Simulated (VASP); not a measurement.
Write the native input for VASP 6.6.1 that does the following.

```yaml
Task: single point
Functional: PBE
Potentials_or_basis: VASP PAW PBE potentials, release 64 (Nb_sv, Cl)
Cutoff: 520 eV
k_mesh: 12 × 12 × 10
Occupations: gaussian, width 0.1 eV
Spin: no spin polarisation
Dipole_correction: no
Further_INCAR_settings: ALGO = Normal; EDIFF = 1e-07; NBANDS = 28
```

The structure of NbCl lies in POSCAR:

```
NbCl
1.0
    3.8855421495      0.0000000000      0.0000000000
    0.0000000000      3.8855421495      0.0000000000
    0.0000000000      0.0000000000      4.9108381481
Nb Cl
2 2
Direct
    0.0000000000      0.5000000000      0.3594226230
    0.5000000000      0.0000000000      0.6405773770
    0.0000000000      0.0000000000      0.0000000000
    0.5000000000      0.5000000000      0.0000000000
```

These files were run (other wordings do the same):

INCAR

```
SYSTEM = NbCl
PREC = Accurate
ENCUT = 520
EDIFF = 1E-7
ISMEAR = 0
SIGMA = 0.1
LREAL = .False.
LASPH = .True.
NELM = 60
ALGO = Normal
ISIF = 2
LWAVE = .False.
LCHARG = .True.
GGA = PE
LELF = .True.
LVHAR = .True.
NBANDS = 28
```

KPOINTS

```
Automatic mesh
0
Gamma
  12 12 10
  0 0 0
```

Potentials or basis: VASP PAW PBE potentials, release 64 (Nb_sv, Cl).

Launch:

```bash
$ cat potpaw_PBE.64/Nb_sv/POTCAR potpaw_PBE.64/Cl/POTCAR > POTCAR
$ mpirun -np 1 vasp_std > vasp.out
```

It gave:

```json
{
 "Pressure": "-0.2 GPa",
 "Largest force": "0.007 eV/Å",
 "Band gap on the k mesh": "zero (bands 20 and 21 overlap by 1.04 eV)"
}
```

Run time: 4.6 min on 1 thread of Intel(R) Xeon(R) Platinum 8488C (Sapphire Rapids), on a shared host, peak memory 0.39 GiB.
